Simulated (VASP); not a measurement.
# CaS (Fm-3m) in VASP: settings compared

CaS is run at these levels: LDA, PBE; tasks: single point.

All numbers are computed with VASP 6.6.1; they aren't measurements. Logs are shortened: lines on timing, memory, paths and dates and some standing lists are left out, and cuts for length are marked.

## (1) The cell of the first run

It takes space group Fm-3m (No. 225, cubic). The conventional cell has a = 5.696 Å, b = 5.696 Å, c = 5.696 Å, α = 90.00°, β = 90.00°, γ = 90.00°. Within 3.8 Å of Ca (site symmetry m-3m) lie 6 S at 2.85 Å. Within 3.8 Å of S (site symmetry m-3m) lie 6 Ca at 2.85 Å.

## (2) Single point, LDA

Contents of INCAR:

```
PREC = Accurate
ENCUT = 500
EDIFF = 1E-6
ISMEAR = 0
SIGMA = 0.01
LREAL = False
LASPH = True
NELM = 120
ALGO = Normal
ISIF = 2
LWAVE = False
LCHARG = False
GGA = CA
NBANDS = 15
GGA_COMPAT = False
```

Contents of KPOINTS:

```
regular mesh
0
Gamma
  4 4 4
```

Contents of POSCAR:

```
CaS
1.0
    0.0000000000      2.8479357439      2.8479357439
    2.8479357439      0.0000000000      2.8479357439
    2.8479357439      2.8479357439      0.0000000000
Ca S
1 1
Direct
    0.0000000000      0.0000000000      0.0000000000
    0.5000000000      0.5000000000      0.5000000000
```

Potentials or basis: VASP PAW LDA potentials, release 64 (Ca_sv, S).

Started as:

```sh
> cat potpaw_LDA.64/Ca_sv/POTCAR potpaw_LDA.64/S/POTCAR > POTCAR
> mpirun -np 1 vasp_std > vasp.out
```

OUTCAR:

```text
PREC = Accurate
   ENCUT = 500
   EDIFF = 1E-6
   ISMEAR = 0
   LREAL = False
   LASPH = True
   NELM = 120
   ISIF = 2
   GGA = CA

 ion  position               nearest neighbor table
   1  0.000  0.000  0.000-   2 2.85   2 2.85   2 2.85   2 2.85   2 2.85   2 2.85
   2  0.500  0.500  0.500-   1 2.85   1 2.85   1 2.85   1 2.85   1 2.85   1 2.85

  LATTYP: Found a face centered cubic cell.
 ALAT       =     5.6958714878

  Lattice vectors:

 A1 = (   0.0000000000,   2.8479357439,   2.8479357439)
 A2 = (   2.8479357439,   0.0000000000,   2.8479357439)
 A3 = (   2.8479357439,   2.8479357439,   0.0000000000)

Analysis of symmetry for initial positions (statically):
=====================================================================
 Subroutine PRICEL returns:
 Original cell was already a primitive cell.

 Routine SETGRP: Setting up the symmetry group for a
 face centered cubic supercell.

 Subroutine GETGRP returns: Found 48 space group operations
 (whereof 48 operations were pure point group operations)
 out of a pool of 48 trial point group operations.

The static configuration has the point symmetry O_h .

Analysis of symmetry for dynamics (positions and initial velocities):
=====================================================================
 Subroutine PRICEL returns:
 Original cell was already a primitive cell.

 Routine SETGRP: Setting up the symmetry group for a
 face centered cubic supercell.

 Subroutine GETGRP returns: Found 48 space group operations
 (whereof 48 operations were pure point group operations)
 out of a pool of 48 trial point group operations.

The dynamic configuration has the point symmetry O_h .

 Subroutine INISYM returns: Found 48 space group operations
 (whereof 48 operations are pure point group operations),
 and found     1 'primitive' translations

----------------------------------------------------------------------------------------

                                     Primitive cell

  volume of cell :      46.1977

  direct lattice vectors                    reciprocal lattice vectors
     0.000000000  2.847935744  2.847935744    -0.175565759  0.175565759  0.175565759
     2.847935744  0.000000000  2.847935744     0.175565759 -0.175565759  0.175565759
     2.847935744  2.847935744  0.000000000     0.175565759  0.175565759 -0.175565759

  length of vectors
     4.027589354  4.027589354  4.027589354     0.304088814  0.304088814  0.304088814

  position of ions in fractional coordinates (direct lattice)
     0.000000000  0.000000000  0.000000000
     0.500000000  0.500000000  0.500000000

  ion indices of the primitive-cell ions
   primitive index   ion index
                 1           1
                 2           2

----------------------------------------------------------------------------------------

 KPOINTS: regular mesh

Automatic generation of k-mesh.
 Grid dimensions read from file:
 generate k-points for:    4    4    4

 Generating k-lattice:

  Cartesian coordinates                     Fractional coordinates (reciprocal lattice)
    -0.043891440  0.043891440  0.043891440     0.250000000  0.000000000  0.000000000
     0.043891440 -0.043891440  0.043891440     0.000000000  0.250000000  0.000000000
     0.043891440  0.043891440 -0.043891440     0.000000000  0.000000000  0.250000000

  Length of vectors
     0.076022204  0.076022204  0.076022204

  Shift w.r.t. Gamma in fractional coordinates (k-lattice)
     0.000000000  0.000000000  0.000000000

 Subroutine IBZKPT returns following result:
 ===========================================

 Found      8 irreducible k-points:

 Following reciprocal coordinates:
            Coordinates               Weight
  0.000000  0.000000  0.000000      1.000000
  0.250000  0.000000  0.000000      8.000000
  0.500000  0.000000  0.000000      4.000000
  0.250000  0.250000  0.000000      6.000000
  0.500000  0.250000  0.000000     24.000000
 -0.250000  0.250000  0.000000     12.000000
  0.500000  0.500000  0.000000      3.000000
 -0.250000  0.500000  0.250000      6.000000
   k-points           NKPTS =      8   k-points in BZ     NKDIM =      8   number of bands    NBANDS=     15
   number of dos      NEDOS =    301   number of ions     NIONS =      2
   total plane-waves  NPLWV =  27000
   dimension x,y,z NGX =    30 NGY =   30 NGZ =   30
   dimension x,y,z NGXF=    60 NGYF=   60 NGZF=   60
   ions per type =               1   1
   NGX,Y,Z   is equivalent  to a cutoff of  12.38, 12.38, 12.38 a.u.
   NGXF,Y,Z  is equivalent  to a cutoff of  24.77, 24.77, 24.77 a.u.
 SYSTEM =  unknown system
   PREC   = accura    normal or accurate (medium, high low for compatibility)
   ISTART =      0    job   : 0-new  1-cont  2-samecut
   ICHARG =      2    charge: 1-file 2-atom 10-const
   ISPIN  =      1    spin polarized calculation?
   LNONCOLLINEAR =      F non collinear calculations
   LSORBIT =      F    spin-orbit coupling
   LASPH  =      T    aspherical Exc in radial PAW
   ENCUT  =  500.0 eV  36.75 Ry    6.06 a.u.   7.34  7.34  7.34*2*pi/ulx,y,z
   NELM   =    120;   NELMIN=  2; NELMDL= -5     # of ELM steps
   EDIFF  = 0.1E-05   stopping-criterion for ELM
   LREAL  =      F    real-space projection
   EDIFFG = 0.1E-04   stopping-criterion for IOM
   NSW    =      0    number of steps for IOM
   IBRION =     -1    ionic relax: 0-MD 1-quasi-New 2-CG
   NFREE  =      0    steps in history (QN), initial steepest desc. (CG)
   ISIF   =      2    stress and relaxation
   ISYM   =      2    0-nonsym 1-usesym 2-fastsym
   POTIM  = 0.5000    time-step for ionic-motion
   TEBEG  =    0.0;   TEEND  =   0.0 temperature during run
   PSTRESS=    0.0 pullay stress
   NELECT =      16.0000    total number of electrons
   NUPDOWN=      -1.0000    fix difference up-down
   EMIN   =  10.00;   EMAX   =-10.00  energy-range for DOS
   EFERMI =   0.00;   METHOD = LEGACY
   ISMEAR =     0;   SIGMA  =   0.01  broadening in eV -4-tet -1-fermi 0-gaus
   EFERMI_NEDOS =   21; number of points for ismear=-14 and -15
   IALGO  =     38    algorithm
   IMIX   =      4    mixing-type and parameters
     AMIX     =   0.40;   BMIX     =  1.00
     AMIX_MAG =   1.60;   BMIX_MAG =  1.00
  volume/ion in A,a.u.               =      23.10       155.88
  Fermi-wavevector in a.u.,A,eV,Ry     =   1.149674  2.172568 17.983499  1.321750
  Thomas-Fermi vector in A             =   2.286342
   LORBIT       =      0    0 simple, 1 ext, 2 COOP (PROOUT), +10 PAW based schemes
   GGA     = CA    functional components
   LHFCALC =     F    Hartree Fock is set to
   AEXX    =    0.0000 exact exchange contribution
   IVDW    =     0    specifies the selected vdW correction
   LEPSILON=     F    determine dielectric tensor
   LRPA    =     F    only Hartree local field effects (RPA)
 non-spin polarized calculation
 Gauss-broadening in eV      SIGMA  =   0.01
  energy-cutoff  :      500.00
  volume of cell :       46.20
 maximum number of plane-waves:      1211
 NGX is ok and might be reduce to    30
   NGX = 15   NGY = 15   NGZ = 15

 number of electron      16.0000004 magnetization

 Free energy of the ion-electron system (eV)
  ---------------------------------------------------
  ext. energy  EPLUGINS =         0.00000000
  ---------------------------------------------------
  free energy    TOTEN  =       -11.38322925 eV

  energy without entropy =      -11.38322925  energy(sigma->0) =      -11.38322925

 E-fermi :   2.6683     XC(G=0):  -9.6931

 val. band max:        2.5669333040   @ k =   0.0000   0.0000   0.0000
 cond. band min:       4.6979271988   @ k =   0.5000   0.5000   0.0000
 fundamental gap:      2.1309938948
 Fermi energy:         2.6683139169

 k-point     1 :       0.0000    0.0000    0.0000
  band No.  band energies     occupation
      1     -36.1885      2.00000
      2     -17.4662      2.00000
      3     -17.4662      2.00000
      4     -17.4662      2.00000
      5      -8.7236      2.00000
      6       2.5669      2.00000
      7       2.5669      2.00000
      8       2.5669      2.00000
      9       6.4399      0.00000
     10       6.5177      0.00000
     11       6.5177      0.00000
     12       6.5177      0.00000
     13       7.1584      0.00000
     14       7.1584      0.00000
     15      13.1901      0.00000

 k-point     2 :       0.2500    0.0000    0.0000
  band No.  band energies     occupation
      1     -36.1823      2.00000
      2     -17.5565      2.00000
      3     -17.4733      2.00000
      4     -17.4733      2.00000
      5      -8.3296      2.00000
      6       0.6786      2.00000
      7       1.8706      2.00000
      8       1.8706      2.00000
      9       6.6325      0.00000
     10       7.3342      0.00000
     11       7.3342      0.00000
     12       8.6055      0.00000
     13       8.6055      0.00000
     14       8.6098      0.00000
     15      12.7661      0.00000

 k-point     3 :       0.5000    0.0000    0.0000
  band No.  band energies     occupation
      1     -36.1761      2.00000
      2     -17.6434      2.00000
      3     -17.4803      2.00000
      4     -17.4803      2.00000
      5      -7.8837      2.00000
      6      -0.6155      2.00000
      7       1.3691      2.00000
      8       1.3691      2.00000
      9       7.5778      0.00000
     10       8.4368      0.00000
     11       8.5671      0.00000
     12       8.5671      0.00000
     13      10.5976      0.00000
     14      10.5976      0.00000
     15      11.2496      0.00000
[... 55 lines left out ...]
 k-point     7 :       0.5000    0.5000    0.0000
  band No.  band energies     occupation
      1     -36.1722      2.00000
      2     -17.5969      2.00000
      3     -17.5179      2.00000
      4     -17.5179      2.00000
      5      -8.0832      2.00000
      6       0.2450      2.00000
      7       1.7448      2.00000
      8       1.7448      2.00000
      9       4.6979      0.00000
     10       8.0185      0.00000
     11       8.3209      0.00000
     12       9.1727      0.00000
     13       9.1727      0.00000
     14       9.1866      0.00000
     15      12.6895      0.00000

 k-point     8 :      -0.2500    0.5000    0.2500
  band No.  band energies     occupation
      1     -36.1721      2.00000
      2     -17.5574      2.00000
      3     -17.5574      2.00000
      4     -17.5286      2.00000
      5      -7.9615      2.00000
      6       0.7396      2.00000
      7       0.7396      2.00000
      8       0.9678      2.00000
      9       7.2002      0.00000
     10       7.2002      0.00000
     11       8.3734      0.00000
     12       8.8376      0.00000
     13       9.1811      0.00000
     14      11.6903      0.00000
     15      12.4334      0.00000

------------------------ aborting loop because EDIFF is reached ----------------------------------------

  FORCE on cell =-STRESS in cart. coord.  units (eV):
  Direction    XX          YY          ZZ          XY          YZ          ZX
  --------------------------------------------------------------------------------------
  -------------------------------------------------------------------------------------
  Total       -1.0951394     -1.0951394     -1.0951394     -0.0000000     -0.0000000      0.0000000
  in kB      -37.9803897    -37.9803897    -37.9803897     -0.0000000     -0.0000000      0.0000000
  external PRESSURE =     -37.9803897 kB  Pullay stress =       0.0000000 kB

 VOLUME and BASIS-vectors are now :
 -----------------------------------------------------------------------------
  energy-cutoff  :      500.00
  volume of cell :       46.20
      direct lattice vectors                 reciprocal lattice vectors
     0.000000000  2.847935744  2.847935744    -0.175565759  0.175565759  0.175565759
     2.847935744  0.000000000  2.847935744     0.175565759 -0.175565759  0.175565759
     2.847935744  2.847935744  0.000000000     0.175565759  0.175565759 -0.175565759

 POSITION                                       TOTAL-FORCE (eV/Angst)
 -----------------------------------------------------------------------------------
      0.00000      0.00000      0.00000         0.000000      0.000000      0.000000
      2.84794      2.84794      2.84794        -0.000000     -0.000000     -0.000000
 -----------------------------------------------------------------------------------
    total drift:                               -0.000000      0.000000      0.000000

  FREE ENERGIE OF THE ION-ELECTRON SYSTEM (eV)
  ---------------------------------------------------
  free  energy   TOTEN  =       -11.3832292516 eV

  energy  without entropy=      -11.3832292516  energy(sigma->0) =      -11.38322925
```

Run time: 8.6 s. Hardware: 1 thread of Intel Xeon 8259CL, shared host; peak memory 0.14 GiB.

Results:

```yaml
Free_energy: -11.3832 eV
Pressure: -3.8 GPa
Band_gap_on_the_k_mesh: 2.13 eV (least direct gap 2.95 eV)
```

Caveat: the k points lie up to 0.48 Å⁻¹ apart. A k mesh can miss the band edges.

(Continued in part 2 of 2.)
